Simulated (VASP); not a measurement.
Input of a VASP 6.6.1 run:

Contents of INCAR:

```
ALGO = Normal ; EDIFF = 1E-7
ENCUT = 520 ; GGA = PE
ISIF = 2 ; ISMEAR = -1
LASPH = True ; LCHARG = True
LELF = True ; LREAL = False
LVHAR = True ; LWAVE = False
NBANDS = 7 ; NELM = 80
PREC = Accurate ; SIGMA = 0.08
```

The input KPOINTS:

```
k-points
0
Gamma
  20 20 20
```

The input POSCAR:

```
Be
1.0
    0.0000000000      1.5244124448      1.5244124448
    1.5244124448      0.0000000000      1.5244124448
    1.5244124448      1.5244124448      0.0000000000
Be
1
Direct
    0.0000000000      0.0000000000      0.0000000000
```

Potentials or basis: VASP PAW PBE potentials, release 64 (Be).

The run is started by

```sh
$ cat potpaw_PBE.64/Be/POTCAR > POTCAR
$ mpirun -np 1 vasp_std > vasp.out
```

Task: Predict the band gap on the k mesh.

Result: Zero (band 1 reaches 9.50 eV, above the bottom of band 2 at 8.41 eV).

Task: What does it give for the pressure?

Result: 15.4 GPa.
